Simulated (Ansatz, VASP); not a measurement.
# Two plane-wave programs on AlN

The input INCAR:

```
PREC     = Accurate       # precision mode
ENCUT    = 520            # plane-wave cutoff, eV
EDIFF    = 1E-7           # SCF threshold, eV
ISMEAR   = 0              # smearing method
SIGMA    = 0.05           # smearing width, eV
LREAL    = False          # projectors in reciprocal space
LASPH    = True           # aspherical terms in the spheres
NELM     = 80             # most SCF steps
ALGO     = Normal         # electronic algorithm
ISIF     = 2              # what is computed and relaxed
LWAVE    = False          # write WAVECAR
LCHARG   = False          # write CHGCAR
GGA      = PS             # functional
NBANDS   = 11             # bands
```

KPOINTS

```
regular mesh
0
Gamma
  10 10 10
```

The input POSCAR:

```
AlN
1.0
    0.0000000000      2.1376609775      2.2141545284
    2.2141545284      0.0000000000      2.2141545284
    2.2141545284      2.1376609775      0.0000000000
Al N
1 1
Direct
   -0.0090133114      0.0090133114      0.0090133114
    0.7673622480      0.7326377520      0.7326377520
```

Input for Ansatz:

```yaml
crystal:
  lattice:
    - [0.0, 2.1376609775, 2.2141545284]
    - [2.2141545284, 0.0, 2.2141545284]
    - [2.2141545284, 2.1376609775, 0.0]
  atoms:
    - { symbol: Al, position: [-0.0090133114, 0.0090133114, 0.0090133114] }
    - { symbol: "N", position: [0.767362248, 0.732637752, 0.732637752] }
basis:
  ecutwfc: 520.0
kpoints:
  mp_grid: { grid: [10, 10, 10] }
hamiltonian:
  xc: pbesol
  pseudopotentials: { kind: paw, azcp: { folder: soft_1 } }
scf:
  occupations: { method: gaussian, width: 0.05 }
output:
  forces: true
  stress: true
  eigenvalues: true
```

Change from the starting cell: mode 4 frozen in at -0.076 Å, strain +e along z and -e/2 along x and y -0.0233.

Alike in both runs: task single point; functional PBEsol; k mesh 10 × 10 × 10; occupations gaussian, width 0.05 eV; no spin polarisation.

```csv
,VASP,Ansatz
version,VASP 6.6.1,Ansatz 0.2.0
potentials or method,"VASP PAW PBE potentials, release 64 (Al, N), cutoff 520 eV","scalar-relativistic, plane waves, PAW"
valence electrons in the cell,8,8
```

VASP gave:

* gap on the k mesh at the Fermi level (eV): 2.76
* least direct gap on the mesh (eV): 3.73
* pressure (GPa): 1.7
* traceless stress, the component that is largest in VASP (GPa): -8.20
* rms of the force components (eV/Å): 0.974

**Question.** Which values does Ansatz return?

**Answer.** gap on the k mesh at the Fermi level (eV): 2.77; least direct gap on the mesh (eV): 3.71; pressure (GPa): 1.7; traceless stress, the component that is largest in VASP (GPa): -8.06; rms of the force components (eV/Å): 0.966.

VASP's potentials were made for PBE, not for PBEsol, and Ansatz warns of the same on its side. Atom by atom the forces differ by 0.008 eV/Å (rms over components). The functional is the same, so the differences come from potentials, cutoffs and numerics.
